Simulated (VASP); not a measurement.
# BAs (F-43m) in VASP: notebook, part 2 of 2

VASP 6.6.1. The steps go on from the part before.

### 4 Single point, revPBE+D3(BJ)

This run uses another cell than the first one, of 13.33 Å³/atom, 0.978 times its volume.

The input, INCAR:

```
PREC     = Accurate       # precision mode
ENCUT    = 500            # plane-wave cutoff, eV
EDIFF    = 1E-6           # SCF threshold, eV
ISMEAR   = 0              # smearing method
SIGMA    = 0.05           # smearing width, eV
LREAL    = F              # projectors in reciprocal space
LASPH    = T              # aspherical terms in the spheres
NELM     = 120            # most SCF steps
ALGO     = Normal         # electronic algorithm
ISIF     = 2              # what is computed and relaxed
LWAVE    = F              # write WAVECAR
LCHARG   = T              # write CHGCAR
GGA      = RE             # functional
IVDW     = 12             # dispersion correction
LELF     = T              # ELF
LVHAR    = T            
NBANDS   = 11             # bands
GGA_COMPAT= F
```

The input, KPOINTS:

```
regular mesh
0
Gamma
  8 8 8
```

The input, POSCAR:

```
BAs
1.0
    0.0000000000      2.3711933204      2.3711933204
    2.3711933204      0.0000000000      2.3711933204
    2.3711933204      2.3711933204      0.0000000000
B As
1 1
Direct
    0.0000000000      0.0000000000      0.0000000000
    0.7500000000      0.7500000000      0.7500000000
```

Potentials or basis: VASP PAW PBE potentials, release 64 (B, As).

Started as:

```
$ cat potpaw_PBE.64/B/POTCAR potpaw_PBE.64/As/POTCAR > POTCAR
$ mpirun -np 1 vasp_std > vasp.out
```

OUTCAR:

```text
PREC = Accurate
   ENCUT = 500
   EDIFF = 1E-6
   ISMEAR = 0
   LREAL = F
   LASPH = T
   NELM = 120
   ISIF = 2
   GGA = RE
   IVDW = 12
 IVDW          = 12

 ion  position               nearest neighbor table
   1  0.000  0.000  0.000-   2 2.05   2 2.05   2 2.05   2 2.05
   2  0.750  0.750  0.750-   1 2.05   1 2.05   1 2.05   1 2.05

  LATTYP: Found a face centered cubic cell.
 ALAT       =     4.7423866408

  Lattice vectors:

 A1 = (   0.0000000000,   2.3711933204,   2.3711933204)
[... 521 lines left out ...]

------------------------ aborting loop because EDIFF is reached ----------------------------------------

 Edisp (eV)   -1.33189

 E8    (eV) :    -0.8961

  FORCE on cell =-STRESS in cart. coord.  units (eV):
  Direction    XX          YY          ZZ          XY          YZ          ZX
  --------------------------------------------------------------------------------------
  -------------------------------------------------------------------------------------
  Total       0.11016     0.11016     0.11016     0.00000    -0.00000     0.00000
  in kB       6.61919     6.61919     6.61919     0.00000    -0.00000     0.00000
  external pressure =        6.62 kB  Pullay stress =        0.00 kB

 VOLUME and BASIS-vectors are now :
 -----------------------------------------------------------------------------
  energy-cutoff  :      500.00
  volume of cell :       26.66
      direct lattice vectors                 reciprocal lattice vectors
     0.000000000  2.371193320  2.371193320    -0.210864292  0.210864292  0.210864292
     2.371193320  0.000000000  2.371193320     0.210864292 -0.210864292  0.210864292
     2.371193320  2.371193320  0.000000000     0.210864292  0.210864292 -0.210864292

 POSITION                                       TOTAL-FORCE (eV/Angst)
 -----------------------------------------------------------------------------------
      0.00000      0.00000      0.00000         0.000000      0.000000     -0.000000
      3.55679      3.55679      3.55679        -0.000000     -0.000000      0.000000
 -----------------------------------------------------------------------------------
    total drift:                               -0.000000     -0.000000     -0.000000

  FREE ENERGIE OF THE ION-ELECTRON SYSTEM (eV)
  ---------------------------------------------------
  free  energy   TOTEN  =       -12.1521114057 eV

  energy  without entropy=      -12.1521114057  energy(sigma->0) =      -12.15211141
```

stdout:

```text
POSCAR found type information on POSCAR B As
 POSCAR found :  2 types and       2 ions
 scaLAPACK will be used
 -----------------------------------------------------------------------------
|                                                                             |
|                                                                             |
|     You enforced a specific xc type in the INCAR file but a different       |
|     I HOPE YOU KNOW WHAT YOU ARE DOING!                                     |
|                                                                             |
 -----------------------------------------------------------------------------

 LDA part: xc-table for (Slater+PW92), standard interpolation
 POSCAR, INCAR and KPOINTS ok, starting setup
 FFT: planning ... GRIDC
 FFT: planning ... GRID_SOFT
 FFT: planning ... GRID
 WAVECAR not read
 entering main loop
```

Wall time 13 s (1 thread of Intel Xeon 8259CL, shared host); peak memory 0.15 GiB.

Results:

```
Free energy                : -12.1521 eV
Pressure                   : 0.7 GPa
Band gap on the k mesh     : 1.18 eV, indirect (least direct gap 3.30 eV)
Dispersion energy per atom : -0.666 eV
```

Levels at points of the mesh, in eV from the valence-band top:
```
           k point  band 1  band 2  band 3  band 4  band 5  band 6  band 7  band 8  band 9
(0.00, 0.00, 0.00)  -15.61    0.00    0.00    0.00    3.30    3.30    3.30    4.98    9.79
(0.50, 0.00, 0.00)  -12.65   -8.96   -1.86   -1.86    2.83    4.80    4.80    8.97   12.98
(0.50, 0.50, 0.00)  -11.29   -8.69   -4.18   -4.18    1.40    1.46   11.62   11.62   13.16
```

Caveat: the PAW data sets were made with another functional, which shifts forces and pressure a little. A k mesh can miss the band edges.

### 5 Summary

```tsv
cell	gap on the mesh (eV)	pressure (GPa)
a = 3.378 Å, angles 60.0°, 2 atoms	1.21	-2.4
a = 3.355 Å, angles 60.0°, 2 atoms	1.19	0.4
a = 3.353 Å, angles 60.0°, 2 atoms	1.18	0.7
```

Alike in all rows: task single point; level revPBE+D3(BJ); potentials or basis VASP PAW PBE potentials, release 64 (B, As); no spin polarisation; k mesh 8 × 8 × 8; cutoff (eV) 500; smearing gaussian 0.05 eV.

Caveats: the PAW data sets were made with another functional, which shifts forces and pressure a little.

Absolute energies hang on the potentials; compare differences alone.
